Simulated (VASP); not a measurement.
Input of a VASP 6.6.1 run:

Contents of INCAR:

```
PREC = Accurate ; ENCUT = 520
EDIFF = 1E-7 ; ISMEAR = 0
SIGMA = 0.1 ; LREAL = Auto
LASPH = True ; NELM = 80
ALGO = Fast ; ISIF = 2
LWAVE = False ; LCHARG = False
LDIPOL = True ; IDIPOL = 3
DIPOL = 0.5 0.5 0.499 ; GGA = PE
IVDW = 12 ; NBANDS = 126
```

Contents of KPOINTS:

```
Automatic mesh
0
Gamma
  6 6 1
```

The input POSCAR:

```
Mo
1.0
    5.4216946106      0.0000000000      0.0000000000
   -1.8072315369      5.1116226996      0.0000000000
    0.0000000000      0.0000000000     23.6401926686
Mo
16
Direct
    0.2500000000      0.2500000000      0.3595571373
    0.2500000000      0.7500000000      0.3595571373
    0.7500000000      0.2500000000      0.3595571373
    0.7500000000      0.7500000000      0.3595571373
    0.5000000000      0.5000000000      0.4531857124
    0.5000000000      0.0000000000      0.4531857124
    0.0000000000      0.5000000000      0.4531857124
    0.0000000000      0.0000000000      0.4531857124
    0.7500000000      0.7500000000      0.5472619718
    0.7500000000      0.2500000000      0.5472619718
    0.2500000000      0.7500000000      0.5472619718
    0.2500000000      0.2500000000      0.5472619718
    0.0000000000      0.0000000000      0.6379104451
    0.0000000000      0.5000000000      0.6379104451
    0.5000000000      0.0000000000      0.6379104451
    0.5000000000      0.5000000000      0.6379104451
```

Potentials or basis: VASP PAW PBE potentials, release 64 (Mo_sv).

Command:

```console
$ cat potpaw_PBE.64/Mo_sv/POTCAR > POTCAR
$ mpirun -np 1 vasp_std > vasp.out
```

Predict the band gap on the k mesh.

zero (bands 112 and 113 overlap by 1.68 eV).

What does it give for the dispersion energy per atom?

-0.534 eV.

Estimate the largest force.

0.480 eV/Å.

Forces on the atoms (eV/Å):
```
Mo   0.000  0.000  0.443
Mo   0.000  0.000  0.443
Mo   0.000  0.000  0.443
Mo   0.000  0.000  0.443
Mo   0.000  0.000 -0.480
Mo   0.000  0.000 -0.480
Mo   0.000  0.000 -0.480
Mo   0.000  0.000 -0.480
Mo   0.000  0.000  0.005
Mo   0.000  0.000  0.005
Mo   0.000  0.000  0.005
Mo   0.000  0.000  0.005
Mo   0.000  0.000  0.032
Mo   0.000  0.000  0.032
Mo   0.000  0.000  0.032
Mo   0.000  0.000  0.032
```
